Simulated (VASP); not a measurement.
Crystal: Zn.

```
Zn
1.0
     2.61873    0.00000    0.00000
    -1.30936    2.26788    0.00000
     0.00000    0.00000    4.83890
Zn
2
Direct
  0.33333 0.66667 0.25000
  0.66667 0.33333 0.75000
```

Base run:

- Program: VASP 6.6.1
- Functional: r2SCAN
- Potentials or basis: VASP PAW PBE potentials, release 64 (Zn)
- Cutoff: 520 eV
- k mesh: 14 × 14 × 7
- Occupations: fermi-dirac, width 1 eV
- Spin: no spin polarisation

Its results: band gap on the k mesh zero (bands 12 and 13 overlap by 4.50 eV); pressure 5.2 GPa.

Question: The run is repeated on the same cell with these changes: occupations from fermi-dirac, width 1 eV to methfessel-paxton, width 0.01 eV. What comes out?

Answer: Band gap on the k mesh zero (bands 12 and 13 overlap by 4.50 eV); pressure 0.5 GPa.

Caveats: the PAW data sets were made with another functional, which shifts forces and pressure a little; the cell stands under pressure (at least some runs); so wide a smearing shifts energies and pressures (at least some runs).
